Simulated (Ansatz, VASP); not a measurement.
## ZnS in VASP and in Ansatz

File POSCAR:

```
ZnS
1.0
    3.8067217473      0.0000000000      0.0000000000
   -1.9033608736      3.2967177383      0.0000000000
    0.0000000000      0.0000000000      5.9959057460
Zn S
2 2
Direct
    0.3333333333      0.6666666667      0.0053880710
    0.6666666667      0.3333333333      0.5053880710
    0.3333333333      0.6666666667      0.3796119290
    0.6666666667      0.3333333333      0.8796119290
```

File INCAR.step1:

```
SYSTEM = ZnS
  PREC = Accurate
  ENCUT = 520
  ISMEAR = 0
  SIGMA = 0.05
  LREAL = .FALSE.
  LASPH = .TRUE.
  NELM = 80
  NBANDS = 26
  GGA = PE
  ALGO = Normal
  EDIFF = 1E-4
  LWAVE = .TRUE.
  LCHARG = .FALSE.
```

The input INCAR.step2:

```
SYSTEM = ZnS
  PREC = Accurate
  ENCUT = 520
  EDIFF = 1E-6
  ISMEAR = 0
  SIGMA = 0.05
  LREAL = .FALSE.
  LASPH = .TRUE.
  NELM = 80
  ALGO = Normal
  ISIF = 2
  LWAVE = .FALSE.
  LCHARG = .TRUE.
  METAGGA = R2SCAN
  LMIXTAU = .TRUE.
  LELF = .TRUE.
  LVHAR = .TRUE.
  NBANDS = 26
  ISTART = 1
```

Contents of KPOINTS:

```
regular mesh
0
G
  6 6 4
  0 0 0
```

Input for Ansatz:

```yaml
crystal:
  lattice:
    - [3.8067217473, 0.0, 0.0]
    - [-1.9033608736, 3.2967177383, 0.0]
    - [0.0, 0.0, 5.995905746]
  atoms:
    - { symbol: Zn, position: [0.3333333333, 0.6666666667, 0.005388071] }
    - { symbol: Zn, position: [0.6666666667, 0.3333333333, 0.505388071] }
    - { symbol: S, position: [0.3333333333, 0.6666666667, 0.379611929] }
    - { symbol: S, position: [0.6666666667, 0.3333333333, 0.879611929] }
basis:
  ecutwfc: 500
kpoints:
  mp_grid: { grid: [6, 6, 4] }
hamiltonian:
  xc: r2scan
scf:
  occupations: { method: gaussian, width: 0.05 }
output:
  forces: true
  stress: true
  eigenvalues: true
  write_density: true
  write_potential: true
  elf: true
  volumetric_format: npy
```

Change from the starting cell: strain +0.000 along x and y, -0.040 along z, atoms carried along.

Alike in both runs: task single point; functional r2SCAN; k mesh 6 × 6 × 4; occupations gaussian, width 0.05 eV; no spin polarisation.

|  | VASP | Ansatz |
| --- | --- | --- |
| version | VASP 6.6.1 | Ansatz 0.2.0 |
| potentials or method | VASP PAW PBE potentials, release 64 (Zn, S), cutoff 520 eV | scalar-relativistic, plane waves, PAW |
| valence electrons in the cell | 36 | 36 |

VASP gave:

| Item | Value |
| --- | --- |
| gap on the k mesh at the Fermi level (eV) | 3.02 |
| least direct gap on the mesh (eV) | 3.02 |
| pressure (GPa) | 3.9 |
| traceless stress, the component that is largest in VASP (GPa) | 5.03 |
| rms of the force components (eV/Å) | 0.227 |

Estimate Ansatz's values.

gap on the k mesh at the Fermi level (eV): 3.01; least direct gap on the mesh (eV): 3.01; pressure (GPa): 3.8; traceless stress, the component that is largest in VASP (GPa): 4.99; rms of the force components (eV/Å): 0.222.

VASP's potentials were made for PBE, not for r2SCAN. Atom by atom the forces differ by 0.005 eV/Å (rms over components). With one functional, cell and mesh, what is left measures potentials, basis and numerics.
